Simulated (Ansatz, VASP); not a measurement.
# HfO2: VASP beside Ansatz

```
Hf O
1.0
     0.00000    2.55750    2.55750
     2.55750    0.00000    2.55750
     2.55750    2.55750    0.00000
Hf O
1 2
Direct
  0.00000 0.00000 0.00000
  0.22460 0.22460 0.22460
  0.77540 0.77540 0.77540
```

Change from the starting cell: mode 7 (564.8 1/cm) frozen in, largest displacement -0.225 Å.

Alike in both runs: task single point; functional r2SCAN; k mesh 8 × 8 × 8; occupations gaussian, width 0.05 eV; no spin polarisation.

```csv
,VASP,Ansatz
version,VASP 6.6.1,Ansatz 0.2.0
potentials or method,"VASP PAW PBE potentials, release 64 (Hf_pv, O), cutoff 520 eV","scalar-relativistic, plane waves, PAW"
valence electrons in the cell,22,38
```

Ansatz gave:

```
gap on the k mesh at the Fermi level (eV)                     : 4.11
least direct gap on the mesh (eV)                             : 4.26
pressure (GPa)                                                : 4.5
traceless stress, the component that is largest in VASP (GPa) : 8.99
rms of the force components (eV/Å)                            : 2.646
```

Task: Estimate VASP's values.

Result: gap on the k mesh at the Fermi level (eV): 4.12; least direct gap on the mesh (eV): 4.28; pressure (GPa): 1.0; traceless stress, the component that is largest in VASP (GPa): 8.18; rms of the force components (eV/Å): 2.604.

VASP's potentials were made for PBE, not for r2SCAN. Atom by atom the forces differ by 0.043 eV/Å (rms over components). VASP's potentials hold 22 valence electrons a cell and Ansatz's 38, so a difference there can come from the potentials and not from the codes.

Spin-orbit coupling is off throughout.
